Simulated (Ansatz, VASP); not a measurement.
## B3Pd in VASP and in Ansatz

```xyz
4
Lattice="2.5871 1.4936 1.5761 -2.5871 1.4936 1.5761 0.0000 -2.9873 1.5761" Properties=species:S:1:pos:R:3 pbc="T T T"
B     1.2935   -0.7468    1.5761
B     0.0000    1.4936    1.5761
B    -1.2935   -0.7468    1.5761
Pd    0.0000    0.0000    0.0000
```

Alike in both runs: functional PBE; k mesh 6 × 6 × 6; occupations gaussian, width 0.2 eV; no spin polarisation.

Ansatz relaxed the structure, and its values are those at the end. VASP's run is a single point on that final structure, the one shown.

```csv
,VASP,Ansatz
version,VASP 6.6.1,Ansatz 0.2.0
potentials or method,"VASP PAW PBE potentials, release 64 (B, Pd), cutoff 500 eV","scalar-relativistic, plane waves, PAW"
valence electrons in the cell,19,27
```

|  | VASP | Ansatz | Ansatz less VASP |
| --- | --- | --- | --- |
| gap on the k mesh at the Fermi level (eV) | none | none | - |
| pressure (GPa) | 0.0 | 0.0 | -0.06 |

A gap of «none» marks a metal or a gap that the smearing closes. With one functional, cell and mesh, what is left measures potentials, basis and numerics. VASP's potentials hold 19 valence electrons a cell and Ansatz's 27, so a difference there can come from the potentials and not from the codes.
